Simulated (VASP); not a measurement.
# Sn8O15 (a cell with a defect) in VASP: notebook

Sn8O15 (a cell with a defect) is run at these levels: PBE; tasks: single point.

Everything below comes from runs of VASP 6.6.1. Logs are shortened: lines on timing, memory, paths and dates and some standing lists are left out, and cuts for length are marked.

**1. The cell of the first run**

The cell holds a defect, 23 atoms: a = 6.827 Å, b = 6.827 Å, c = 6.476 Å, α = 90.00°, β = 90.00°, γ = 90.00°.

**2. Single point, PBE**

File INCAR:

```
SYSTEM = Sn8O15
PREC     = Accurate       ! precision mode
ENCUT    = 520            ! plane-wave cutoff, eV
EDIFF    = 1E-6           ! SCF threshold, eV
ISMEAR   = -1             ! smearing method
SIGMA    = 0.01           ! smearing width, eV
LREAL    = .False.        ! projectors in reciprocal space
LASPH    = .True.         ! aspherical terms in the spheres
NELM     = 120            ! most SCF steps
ALGO     = Normal         ! electronic algorithm
ISIF     = 2              ! what is computed and relaxed
LWAVE    = .False.        ! write WAVECAR
LCHARG   = .False.        ! write CHGCAR
GGA      = PE             ! functional
NELECT   = 203.0        
NBANDS   = 118            ! bands
GGA_COMPAT= .False.
```

File KPOINTS:

```
Automatic mesh
0
Gamma
  1 1 1
  0.25 0.25 0.25
```

File POSCAR:

```
Sn8O15
1.0
    4.8274600300      4.8274600300      0.0000000000
   -4.8274600300      4.8274600300      0.0000000000
    0.0000000000      0.0000000000      6.4759066800
Sn O
8 15
Direct
    0.0152614091      0.4990256109      0.2682075118
    0.5016832078      0.0004061777      0.2472778982
    0.0030455159     -0.0005607118     -0.0007425780
    0.5002103596      0.5005201763      0.0000500257
   -0.0193631091      0.5004606764      0.7578513629
    0.5018832935      0.0000466282      0.7503270551
   -0.0001150863      0.0001651849      0.4973567475
    0.4719923962      0.5001498370      0.4996077122
    0.0011859078      0.8080994914      0.2503905352
    0.4998470787      0.3018071176      0.2419811720
    0.0037885021      0.1901788835      0.2494320691
    0.4960008170      0.6985038345      0.2434359505
    0.3065312738      0.0001110058     -0.0016918816
    0.8085432338      0.5013456757      0.0154162046
    0.1926042663      0.4997948849     -0.0083793092
    0.6981420674      0.0006939807     -0.0008785311
    0.0043967235      0.8065878397      0.7462595910
    0.5048665059      0.3026337149      0.7561452692
    0.0036543019      0.1940519823      0.7465707099
    0.5040261514      0.6976877486      0.7565642140
    0.3076963613      0.0011289706      0.4991758387
    0.7905999071      0.5025430914      0.5088187989
    0.6942244236     -0.0001950556      0.4986124247
```

Potentials or basis: VASP PAW PBE potentials, release 64 (Sn_d, O).

Run with:

```bash
$ cat potpaw_PBE.64/Sn_d/POTCAR potpaw_PBE.64/O/POTCAR > POTCAR
$ mpirun -np 1 vasp_std > vasp.out
```

OUTCAR:

```text
SYSTEM = Sn8O15
   PREC = Accurate
   ENCUT = 520
   EDIFF = 1E-6
   ISMEAR = -1
   LREAL = .False.
   LASPH = .True.
   NELM = 120
   ISIF = 2
   GGA = PE
   NELECT = 203.0

 ion  position               nearest neighbor table
   1  0.015  0.499  0.268-  11 2.11   9 2.12  14 2.16  15 2.16  22 2.19   5 3.18   5 3.31   8 3.46
                             7 3.72   7 3.73   4 3.74
   2  0.502  0.000  0.247-  10 2.06  12 2.06  13 2.09  23 2.09  16 2.09  21 2.10   6 3.22   6 3.26

   3  0.003  0.999  0.999-  13 2.07  11 2.08  16 2.08   9 2.09  17 2.10  19 2.11   7 3.23   7 3.25
                             5 3.75
   4  0.500  0.501  0.000-  10 2.07  20 2.07  12 2.08  18 2.08  15 2.10  14 2.11   8 3.24   8 3.25
                             5 3.64   1 3.74
   5  0.981  0.500  0.758-  14 2.04  22 2.07  15 2.09  17 2.10  19 2.10   1 3.18   1 3.31   4 3.64
                             8 3.75   3 3.75
   6  0.502  0.000  0.750-  20 2.06  18 2.07  13 2.09  23 2.09  16 2.10  21 2.10   2 3.22   2 3.26

   7  1.000  0.000  0.497-  11 2.06   9 2.07  17 2.08  23 2.09  19 2.09  21 2.10   3 3.23   3 3.25
                             1 3.72   1 3.73
   8  0.472  0.500  0.500-  12 2.15  18 2.15  20 2.15  10 2.16  22 2.18   4 3.24   4 3.25   1 3.46
                             5 3.75
   9  0.001  0.808  0.250-   7 2.07   3 2.09   1 2.12
  10  0.500  0.302  0.242-   2 2.06   4 2.07   8 2.16
  11  0.004  0.190  0.249-   7 2.06   3 2.08   1 2.11
  12  0.496  0.699  0.243-   2 2.06   4 2.08   8 2.15
  13  0.307  0.000  0.998-   3 2.07   6 2.09   2 2.09
  14  0.809  0.501  0.015-   5 2.04   4 2.11   1 2.16
  15  0.193  0.500  0.992-   5 2.09   4 2.10   1 2.16
  16  0.698  0.001  0.999-   3 2.08   2 2.09   6 2.10
  17  0.004  0.807  0.746-   7 2.08   5 2.10   3 2.10
  18  0.505  0.303  0.756-   6 2.07   4 2.08   8 2.15
  19  0.004  0.194  0.747-   7 2.09   5 2.10   3 2.11
  20  0.504  0.698  0.757-   6 2.06   4 2.07   8 2.15
  21  0.308  0.001  0.499-   6 2.10   2 2.10   7 2.10
  22  0.791  0.503  0.509-   5 2.07   8 2.18   1 2.19
  23  0.694  1.000  0.499-   7 2.09   2 2.09   6 2.09

  LATTYP: Found a simple tetragonal cell.
 ALAT       =     6.8270594462
 C/A-ratio  =     0.9485645659

  Lattice vectors:

 A1 = (   4.8274600300,   4.8274600300,   0.0000000000)
 A2 = (  -4.8274600300,   4.8274600300,   0.0000000000)
 A3 = (   0.0000000000,   0.0000000000,   6.4759066800)

Analysis of symmetry for initial positions (statically):
=====================================================================
 Subroutine PRICEL returns:
 Original cell was already a primitive cell.

 Routine SETGRP: Setting up the symmetry group for a
 simple tetragonal supercell.

 Subroutine GETGRP returns: Found  1 space group operations
 (whereof  1 operations were pure point group operations)
 out of a pool of 16 trial point group operations.

The static configuration has the point symmetry C_1 .

Analysis of symmetry for dynamics (positions and initial velocities):
=====================================================================
 Subroutine PRICEL returns:
 Original cell was already a primitive cell.

 Routine SETGRP: Setting up the symmetry group for a
 simple tetragonal supercell.

 Subroutine GETGRP returns: Found  1 space group operations
 (whereof  1 operations were pure point group operations)
 out of a pool of 16 trial point group operations.

The dynamic configuration has the point symmetry C_1 .

 Subroutine INISYM returns: Found  1 space group operations
 (whereof  1 operations are pure point group operations),
 and found     1 'primitive' translations

----------------------------------------------------------------------------------------

                                     Primitive cell

  volume of cell :     301.8339

  direct lattice vectors                    reciprocal lattice vectors
     4.827460030  4.827460030  0.000000000     0.103574136  0.103574136  0.000000000
    -4.827460030  4.827460030  0.000000000    -0.103574136  0.103574136  0.000000000
     0.000000000  0.000000000  6.475906680     0.000000000  0.000000000  0.154418532

  length of vectors
     6.827059446  6.827059446  6.475906680     0.146475947  0.146475947  0.154418532

  position of ions in fractional coordinates (direct lattice)
     0.015261409  0.499025611  0.268207512
     0.501683208  0.000406178  0.247277898
     0.003045516  0.999439288  0.999257422
     0.500210360  0.500520176  0.000050026
     0.980636891  0.500460676  0.757851363
     0.501883294  0.000046628  0.750327055
[... 15 lines left out ...]
     0.790599907  0.502543091  0.508818799
     0.694224424  0.999804944  0.498612425

  ion indices of the primitive-cell ions
   primitive index   ion index
                 1           1
                 2           2
                 3           3
                 4           4
                 5           5
                 6           6
[... 15 lines left out ...]
                22          22
                23          23

----------------------------------------------------------------------------------------

 KPOINTS: Automatic mesh

Automatic generation of k-mesh.
 Grid dimensions read from file:
 generate k-points for:    1    1    1

 Generating k-lattice:

  Cartesian coordinates                     Fractional coordinates (reciprocal lattice)
     0.103574136  0.103574136  0.000000000     1.000000000  0.000000000  0.000000000
    -0.103574136  0.103574136  0.000000000     0.000000000  1.000000000  0.000000000
     0.000000000  0.000000000  0.154418532     0.000000000  0.000000000  1.000000000

  Length of vectors
     0.146475947  0.146475947  0.154418532

  Shift w.r.t. Gamma in fractional coordinates (k-lattice)
     0.250000000  0.250000000  0.250000000

 Subroutine IBZKPT returns following result:
 ===========================================

 Found      4 irreducible k-points:

 Following reciprocal coordinates:
            Coordinates               Weight
  0.250000  0.250000  0.250000      2.000000
 -0.250000  0.250000  0.250000      2.000000
 -0.250000 -0.250000  0.250000      2.000000
  0.250000 -0.250000  0.250000      2.000000
   k-points           NKPTS =      4   k-points in BZ     NKDIM =      4   number of bands    NBANDS=    118
   number of dos      NEDOS =    301   number of ions     NIONS =     23
   total plane-waves  NPLWV = 139968
   dimension x,y,z NGX =    54 NGY =   54 NGZ =   48
   dimension x,y,z NGXF=   108 NGYF=  108 NGZF=   96
   ions per type =               8  15
   NGX,Y,Z   is equivalent  to a cutoff of  13.15, 13.15, 12.32 a.u.
   NGXF,Y,Z  is equivalent  to a cutoff of  26.30, 26.30, 24.64 a.u.
 SYSTEM =  Sn8O15
   PREC   = accura    normal or accurate (medium, high low for compatibility)
   ISTART =      0    job   : 0-new  1-cont  2-samecut
   ICHARG =      2    charge: 1-file 2-atom 10-const
   ISPIN  =      1    spin polarized calculation?
   LNONCOLLINEAR =      F non collinear calculations
   LSORBIT =      F    spin-orbit coupling
   LASPH  =      T    aspherical Exc in radial PAW
   ENCUT  =  520.0 eV  38.22 Ry    6.18 a.u.  12.69 12.69 12.04*2*pi/ulx,y,z
   NELM   =    120;   NELMIN=  2; NELMDL= -5     # of ELM steps
   EDIFF  = 0.1E-05   stopping-criterion for ELM
   LREAL  =      F    real-space projection
   EDIFFG = 0.1E-04   stopping-criterion for IOM
   NSW    =      0    number of steps for IOM
   IBRION =     -1    ionic relax: 0-MD 1-quasi-New 2-CG
   NFREE  =      0    steps in history (QN), initial steepest desc. (CG)
   ISIF   =      2    stress and relaxation
   ISYM   =      2    0-nonsym 1-usesym 2-fastsym
   POTIM  = 0.5000    time-step for ionic-motion
   TEBEG  =    0.0;   TEEND  =   0.0 temperature during run
   PSTRESS=    0.0 pullay stress
   NELECT =     203.0000    total number of electrons
   NUPDOWN=      -1.0000    fix difference up-down
   EMIN   =  10.00;   EMAX   =-10.00  energy-range for DOS
   EFERMI =   0.00;   METHOD = LEGACY
   ISMEAR =    -1;   SIGMA  =   0.01  broadening in eV -4-tet -1-fermi 0-gaus
   EFERMI_NEDOS =   21; number of points for ismear=-14 and -15
   IALGO  =     38    algorithm
   IMIX   =      4    mixing-type and parameters
     AMIX     =   0.40;   BMIX     =  1.00
     AMIX_MAG =   1.60;   BMIX_MAG =  1.00
  volume/ion in A,a.u.               =      13.12        88.56
  Fermi-wavevector in a.u.,A,eV,Ry     =   1.434336  2.710502 27.991530  2.057319
  Thomas-Fermi vector in A             =   2.553756
   LORBIT       =      0    0 simple, 1 ext, 2 COOP (PROOUT), +10 PAW based schemes
   GGA     = PE    functional components
   LHFCALC =     F    Hartree Fock is set to
   AEXX    =    0.0000 exact exchange contribution
   IVDW    =     0    specifies the selected vdW correction
   LEPSILON=     F    determine dielectric tensor
   LRPA    =     F    only Hartree local field effects (RPA)
 non-spin polarized calculation
  energy-cutoff  :      520.00
  volume of cell :      301.83
 maximum number of plane-waves:      8114
 NGX is ok and might be reduce to    50
   NGX = 25   NGY = 25   NGZ = 25

 number of electron     203.0000055 magnetization

 Free energy of the ion-electron system (eV)
  ---------------------------------------------------
  ext. energy  EPLUGINS =         0.00000000
  ---------------------------------------------------
  free energy    TOTEN  =      -132.49091855 eV

  energy without entropy =     -132.48982166  energy(sigma->0) =     -132.49037010

 E-fermi :   7.9204     XC(G=0): -10.9049

 val. band max:        7.8765361261   @ k =   0.2500  -0.2500   0.2500
 cond. band min:       7.9650956909   @ k =  -0.2500  -0.2500   0.2500
 fundamental gap:      0.0885595648
 Fermi energy:         7.9204490820

 k-point     1 :       0.2500    0.2500    0.2500
  band No.  band energies     occupation
      1     -15.5515      2.00000
      2     -15.5030      2.00000
      3     -15.4792      2.00000
      4     -15.3358      2.00000
      5     -15.3132      2.00000
      6     -15.2717      2.00000
[... 105 lines left out ...]
    112      12.4314      0.00000
    113      12.6951      0.00000

 k-point     2 :      -0.2500    0.2500    0.2500
  band No.  band energies     occupation
      1     -15.5520      2.00000
      2     -15.5004      2.00000
      3     -15.4807      2.00000
      4     -15.3368      2.00000
      5     -15.3172      2.00000
      6     -15.2675      2.00000
[... 105 lines left out ...]
    112      12.4046      0.00000
    113      12.6300      0.00000

 k-point     3 :      -0.2500   -0.2500    0.2500
  band No.  band energies     occupation
      1     -15.5512      2.00000
      2     -15.5003      2.00000
      3     -15.4814      2.00000
      4     -15.3360      2.00000
      5     -15.3182      2.00000
      6     -15.2687      2.00000
[... 105 lines left out ...]
    112      12.4131      0.00000
    113      12.6405      0.00000

 k-point     4 :       0.2500   -0.2500    0.2500
  band No.  band energies     occupation
      1     -15.5509      2.00000
      2     -15.5027      2.00000
      3     -15.4797      2.00000
      4     -15.3355      2.00000
      5     -15.3142      2.00000
      6     -15.2728      2.00000
[... 105 lines left out ...]
    112      12.4328      0.00000
    113      12.6942      0.00000
 [bands above 113 left out]

------------------------ aborting loop because EDIFF is reached ----------------------------------------

  FORCE on cell =-STRESS in cart. coord.  units (eV):
  Direction    XX          YY          ZZ          XY          YZ          ZX
  --------------------------------------------------------------------------------------
  -------------------------------------------------------------------------------------
  Total       19.0576979     19.1295451     20.8875920     -3.9871096     -1.5628939     -1.5136544
  in kB      101.1609895    101.5423650    110.8743296    -21.1641489     -8.2960645     -8.0346946
  external PRESSURE =     104.5258947 kB  Pullay stress =       0.0000000 kB

 VOLUME and BASIS-vectors are now :
 -----------------------------------------------------------------------------
  energy-cutoff  :      520.00
  volume of cell :      301.83
      direct lattice vectors                 reciprocal lattice vectors
     4.827460030  4.827460030  0.000000000     0.103574136  0.103574136  0.000000000
    -4.827460030  4.827460030  0.000000000    -0.103574136  0.103574136  0.000000000
     0.000000000  0.000000000  6.475906680     0.000000000  0.000000000  0.154418532

 POSITION                                       TOTAL-FORCE (eV/Angst)
 -----------------------------------------------------------------------------------
     -2.33535      2.48270      1.73689        -0.053854      0.049155      0.054359
      2.41989      2.42382      1.60135         0.018129     -0.020057      0.001241
     -4.81005      4.83946      6.47110         0.014853     -0.017816      0.001393
     -0.00150      4.83099      0.00032         0.028714     -0.007126      0.039522
      2.31803      7.14994      4.90777         0.055586      0.013086     -0.032383
      2.42260      2.42305      4.85905        -0.014870      0.032304     -0.000335
[... 15 lines left out ...]
      1.39058      6.24260      3.29506         0.028687     -0.051508     -0.094880
     -1.47518      8.17786      3.22897        -0.001012      0.016862      0.005560
 -----------------------------------------------------------------------------------
    total drift:                               -0.000585     -0.001689      0.000230

  FREE ENERGIE OF THE ION-ELECTRON SYSTEM (eV)
  ---------------------------------------------------
  free  energy   TOTEN  =      -132.4909185473 eV

  energy  without entropy=     -132.4898216570  energy(sigma->0) =     -132.49037010
```

Wall time 6.6 min (1 thread of Intel Xeon Platinum 8375C at 2.90GHz (Ice Lake), shared host); peak memory 0.37 GiB.

Results:

```
Free energy   : -132.4909 eV
Largest force : 0.123 eV/Å
```

Forces in eV/Å, atoms in the order of the input:
```
Sn  -0.054  0.049  0.054
Sn   0.018 -0.020  0.001
Sn   0.015 -0.018  0.001
Sn   0.029 -0.007  0.040
Sn   0.056  0.013 -0.032
Sn  -0.015  0.032  0.000
Sn   0.020 -0.030  0.005
Sn   0.008 -0.038 -0.010
O    0.028  0.027 -0.013
O    0.018  0.024  0.067
O   -0.107  0.056  0.027
O    0.020  0.094 -0.036
O   -0.011 -0.013 -0.012
O   -0.001 -0.030  0.003
O   -0.014 -0.012 -0.036
O    0.038 -0.003 -0.028
O    0.026  0.001  0.024
O   -0.035 -0.045  0.021
O    0.008  0.002  0.005
O   -0.067 -0.024 -0.016
O   -0.007 -0.024  0.025
O    0.029 -0.052 -0.095
O   -0.001  0.017  0.006
```

Caveat: the k points lie up to 0.49 Å⁻¹ apart, too coarse for converged energies and pressures of a metal; the cell carries a net charge on a neutralising background, which shifts energy and pressure; the cell is charged against a uniform background, so pressure and absolute levels hang on convention; spin-orbit coupling is left out, which moves the levels of the heavy elements; an odd number of electrons without spin polarisation forces a metal; a magnetic or distorted state may lie lower.

**3. Single point, PBE**

File INCAR:

```
SYSTEM = Sn8O15
  ALGO = Normal
  EDIFF = 1E-6
  ENCUT = 520
  GGA = PE
  GGA_COMPAT = .False.
  ISIF = 2
  ISMEAR = -1
  LASPH = .True.
  LCHARG = .True.
  LELF = .True.
  LREAL = .False.
  LVHAR = .True.
  LWAVE = .False.
  NBANDS = 118
  NELECT = 203.0
  NELM = 120
  PREC = Accurate
  SIGMA = 0.01
```

KPOINTS is that of step 2.

POSCAR: that of step 2 with these lines changed.

```diff
@@ -2,5 +2,5 @@
 1.0
-    4.8274600300      4.8274600300      0.0000000000
-   -4.8274600300      4.8274600300      0.0000000000
-    0.0000000000      0.0000000000      6.4759066800
+    4.8274600320      4.8274600320      0.0000000000
+   -4.8274600320      4.8274600320      0.0000000000
+    0.0000000000      0.0000000000      6.4759066843
 Sn O
```

Potentials or basis: VASP PAW PBE potentials, release 64 (Sn_d, O).

Run with:

```bash
$ cat potpaw_PBE.64/Sn_d/POTCAR potpaw_PBE.64/O/POTCAR > POTCAR
$ mpirun -np 1 vasp_std > vasp.out
```

Wall time 8.2 min (1 thread of Intel Xeon Platinum 8375C at 2.90GHz (Ice Lake), shared host); peak memory 0.38 GiB.

The run converged. Its results:

```
Free energy   : -132.4909 eV
Largest force : 0.123 eV/Å
```

Forces in eV/Å, atoms in the order of the input:
```
Sn  -0.054  0.049  0.054
Sn   0.018 -0.020  0.001
Sn   0.015 -0.018  0.001
Sn   0.029 -0.007  0.040
Sn   0.056  0.013 -0.032
Sn  -0.015  0.032  0.000
Sn   0.020 -0.030  0.005
Sn   0.008 -0.038 -0.010
O    0.028  0.027 -0.013
O    0.018  0.024  0.067
O   -0.107  0.056  0.027
O    0.020  0.094 -0.036
O   -0.011 -0.013 -0.012
O   -0.001 -0.030  0.003
O   -0.014 -0.012 -0.036
O    0.038 -0.003 -0.028
O    0.026  0.001  0.024
O   -0.035 -0.045  0.021
O    0.008  0.002  0.005
O   -0.067 -0.024 -0.016
O   -0.007 -0.024  0.025
O    0.029 -0.052 -0.095
O   -0.001  0.017  0.006
```

Levels at points of the mesh, in eV from the Fermi level:
```
           k point  band 98  band 99  band 100  band 101  band 102  band 103  band 104  band 105
(0.25, 0.25, 0.25)    -3.20    -3.12     -2.83     -1.84     -0.05      0.63      1.08      2.09
```

Caveat: the k points lie up to 0.49 Å⁻¹ apart, too coarse for converged energies and pressures of a metal; the cell carries a net charge on a neutralising background, which shifts energy and pressure; the cell is charged against a uniform background, so pressure and absolute levels hang on convention; spin-orbit coupling is left out, which moves the levels of the heavy elements; an odd number of electrons without spin polarisation forces a metal; a magnetic or distorted state may lie lower.
